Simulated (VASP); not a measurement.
A run of VASP 6.6.1 is set up as follows.

The input INCAR:

```
SYSTEM = NbNiS4
PREC = Accurate ; ENCUT = 520
EDIFF = 1E-6 ; ISMEAR = 0
SIGMA = 0.1 ; LREAL = .False.
LASPH = .True. ; NELM = 100
ALGO = Normal ; ISIF = 2
LWAVE = .False. ; LCHARG = .True.
GGA = PE ; LELF = .True.
LVHAR = .True. ; NBANDS = 32
```

The input KPOINTS:

```
Automatic mesh
0
Gamma
  12 12 4
  0 0 0
```

The input POSCAR:

```
NbNiS4
1.0
    3.3662736594      0.0000000000      0.0000000000
   -1.6831368297      2.9152785052      0.0000000000
    0.0000000000      0.0000000000     12.6822450175
Nb Ni S
1 1 4
Direct
    0.0000000000      0.0000000000      0.5000000000
    0.0000000000      0.0000000000      0.0000000000
    0.6666666667      0.3333333333      0.9084223735
    0.6666666667      0.3333333333      0.3781386201
    0.3333333333      0.6666666667      0.6218613799
    0.3333333333      0.6666666667      0.0915776265
```

Potentials or basis: VASP PAW PBE potentials, release 64 (Nb_sv, Ni, S).

The run is started by

```sh
$ cat potpaw_PBE.64/Nb_sv/POTCAR potpaw_PBE.64/Ni/POTCAR potpaw_PBE.64/S/POTCAR > POTCAR
$ mpirun -np 1 vasp_std > vasp.out
```

(1) Estimate the pressure.

(2) Predict the largest force.

## Answers

(1) -0.2 GPa.

(2) 0.033 eV/Å.

Caveat: this functional lacks dispersion, which binds the layers, so the pressure and a relaxed spacing across them are unreliable; the run has no spin polarisation, though such a crystal can be magnetic.
